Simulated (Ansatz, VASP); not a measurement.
**FeSi: VASP beside Ansatz**

```
Fe Si
1.0
     4.59162    0.00000    0.00000
     0.00000    4.59162    0.00000
     0.00000    0.00000    4.59162
Fe Si
4 4
Cartesian
  0.5986 0.5986 0.5986
  1.6972 3.9930 2.8944
  2.8944 1.6972 3.9930
  3.9930 2.8944 1.6972
  3.8490 3.8490 3.8490
  3.0385 0.7427 1.5531
  1.5531 3.0385 0.7427
  0.7427 1.5531 3.0385
```

Alike in both runs: functional PBE; k mesh 8 × 8 × 8; occupations gaussian, width 0.01 eV; no spin polarisation.

Ansatz relaxed the structure, and its values are those at the end. VASP's run is a single point on that final structure, the one shown.

|  | VASP | Ansatz |
| --- | --- | --- |
| version | VASP 6.6.1 | Ansatz 0.2.0 |
| potentials or method | VASP PAW PBE potentials, release 64 (Fe, Si), cutoff 520 eV | scalar-relativistic, plane waves, PAW |
| valence electrons in the cell | 48 | 80 |

|  | VASP | Ansatz | Ansatz less VASP |
| --- | --- | --- | --- |
| gap on the k mesh at the Fermi level (eV) | 0.16 | 0.17 | +0.009 |
| least direct gap on the mesh (eV) | 0.18 | 0.19 | +0.008 |
| pressure (GPa) | -16.2 | -16.4 | -0.13 |
| rms of the force components (eV/Å) | 0.013 | 0.001 | -0.0114 |

VASP's potentials hold 48 valence electrons a cell and Ansatz's 80, so a difference there can come from the potentials and not from the codes. Ansatz's warnings: stress scf threshold loose.
